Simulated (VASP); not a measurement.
Write the native input for VASP 6.6.1 that does the following.

```
Task                   : single point
Functional             : PBE
Potentials or basis    : VASP PAW PBE potentials, release 64 (Zn)
Cutoff                 : 500 eV
k mesh                 : 6 × 6 × 6
Occupations            : gaussian, width 0.1 eV
Spin                   : no spin polarisation
Dipole correction      : no
Further INCAR settings : ALGO = Normal; EDIFF = 1e-06; NBANDS = 12
```

The structure of Zn lies in POSCAR:

```
Zn
1.0
    1.7098719000      0.9871950018      2.2080074100
   -1.7098719000      0.9871950018      2.2080074100
    0.0000000000     -1.9743900035      2.2080074100
Zn
1
Direct
    0.0000000000      0.0000000000      0.0000000000
```

This cell differs from its parent crystal: Hg replaced by Zn, lengths x 0.955, strained.

One way to write it, as run:

INCAR

```
PREC = Accurate ; ENCUT = 500
EDIFF = 1E-6 ; ISMEAR = 0
SIGMA = 0.1 ; LREAL = False
LASPH = True ; NELM = 120
ALGO = Normal ; ISIF = 2
LWAVE = False ; LCHARG = True
GGA = PE ; LELF = True
LVHAR = True ; NBANDS = 12
GGA_COMPAT = False
```

KPOINTS

```
Automatic mesh
0
Gamma
  6 6 6
```

Potentials or basis: VASP PAW PBE potentials, release 64 (Zn).

Run with:

```sh
$ cat potpaw_PBE.64/Zn/POTCAR > POTCAR
$ mpirun -np 1 vasp_std > vasp.out
```

It gave:

```json
{
 "Pressure": "-9.2 GPa",
 "Band gap on the k mesh": "zero (band 6 reaches 2.23 eV, above the bottom of band 7 at -0.99 eV)"
}
```

Caveat: the k points lie up to 0.39 Å⁻¹ apart; the cell differs from its parent crystal (Hg replaced by Zn, lengths x 0.955, strained).

It used 8.8 s of CPU time on 1 thread of AMD EPYC 7R13 Processor (Zen 3), with other jobs on the host.
